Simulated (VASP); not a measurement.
# BaS: relaxation of cell and atoms with PBE

The system is BaS.

```xyz
4
Lattice="7.1993 0.0000 0.0000 0.0000 7.1993 0.0000 0.0000 0.0000 5.7616" Properties=species:S:1:pos:R:3 pbc="T T T"
Ba    0.0000    0.0000    0.0000
Ba    3.5997    3.5997    0.0000
S     0.0000    3.5997    3.2858
S     3.5997    0.0000    2.4757
```

| Item | Value |
| --- | --- |
| Program | VASP 6.6.1 |
| Task | relaxation of cell and atoms |
| Functional | PBE |
| Potentials or basis | VASP PAW PBE potentials, release 64 (Ba_sv, S) |
| Cutoff | 600 eV |
| k mesh | 4 × 4 × 4 |
| Occupations | gaussian, width 0.1 eV |
| Spin | no spin polarisation |
| Dipole correction | no |
| Further INCAR settings | ALGO = Normal; EDIFF = 1e-07; IBRION = 2; EDIFFG = -0.04; NSW = 90; ISIF = 3 |

The relaxed volume is 29.01 Å³/atom, the relaxed cell is a = 5.472 Å, b = 5.472 Å, c = 3.876 Å, α = 90.00°, β = 90.00°, γ = 90.00° and the space group after relaxing (to 0.05 Å) is P4/nmm (No. 129). The energy gained by relaxing is 1779.0 meV/atom. The ionic steps are 19, the pressure after relaxing is -0.1 GPa and the largest force after relaxing is 0.023 eV/Å. The band gap on the k mesh is 1.49 eV, indirect (least direct gap 1.51 eV).

Forces in eV/Å, atoms in the order of the input:
```
Ba   0.000  0.000  0.000
Ba   0.000  0.000  0.000
S    0.000  0.000 -0.023
S    0.000  0.000  0.023
```

The path:
```csv
step,energy change (eV),largest force (eV/Å),pressure (GPa),volume (Å³)
1,0.0000,0.8925,-5.38,298.62
2,-4.0144,0.7328,-7.21,202.59
3,46.5318,5.4421,562.82,38.48
4,-4.5556,0.4587,-7.46,187.52
5,-6.0843,0.5629,14.17,95.24
6,-6.7506,0.1208,-4.89,136.58
7,-6.9953,0.2065,1.89,112.47
8,-7.0459,0.0943,-0.89,119.46
9,-7.0424,0.1338,0.03,116.89
10,-7.0818,0.1718,1.44,113.65
11,-7.0856,0.1638,1.10,114.39
12,-7.0977,0.0854,-0.36,118.05
13,-7.0986,0.1017,-0.07,117.26
14,-7.0999,0.0980,-0.07,117.17
15,-7.1033,0.0865,-0.05,116.88
16,-7.1089,0.0670,0.02,116.32
17,-7.1151,0.0331,0.26,115.19
18,-7.1160,0.0198,-0.24,116.41
19,-7.1161,0.0233,-0.09,116.05
```

Final structure:
```
CELL_PARAMETERS angstrom
5.47200 0.00000 0.00000
0.00000 5.47200 0.00000
0.00000 0.00000 3.87569
ATOMIC_POSITIONS crystal
Ba 0.00000 0.00000 0.00000
Ba 0.50000 0.50000 0.00000
S 0.00000 0.50000 0.51571
S 0.50000 0.00000 0.48429
```

Levels at points of the mesh, in eV from the valence-band top:
```
           k point  band 12  band 13  band 14  band 15  band 16  band 17  band 18  band 19  band 20
(0.00, 0.00, 0.00)    -1.34    -0.12    -0.12    -0.12    -0.02     1.49     1.53     2.21     3.64
(0.50, 0.00, 0.00)    -1.81    -0.97    -0.97    -0.38    -0.38     2.75     2.75     4.40     4.40
(0.50, 0.50, 0.00)    -2.82    -0.69    -0.69    -0.69    -0.69     2.47     2.47     5.93     5.93
(0.00, 0.00, 0.50)    -2.66    -2.66    -2.66    -0.69    -0.69     2.47     5.92     6.53     6.84
(0.50, 0.00, 0.50)    -2.02    -1.84    -1.84    -0.79    -0.79     4.14     4.14     4.17     4.17
(0.50, 0.50, 0.50)    -1.35    -1.34    -1.34     0.00     0.00     2.22     2.22     3.30     3.30
```

Wall time 16 min on 1 thread of Intel(R) Xeon(R) 6975P-C (Granite Rapids), with other jobs on the host, peak memory 0.59 GiB.

Caveat: the volume moved by over 15 % at a fixed basis, so the end points are rough; spin-orbit coupling is left out, which moves the levels of the heavy elements. A hybrid or GW would open this gap; PBE tends to underestimate it.
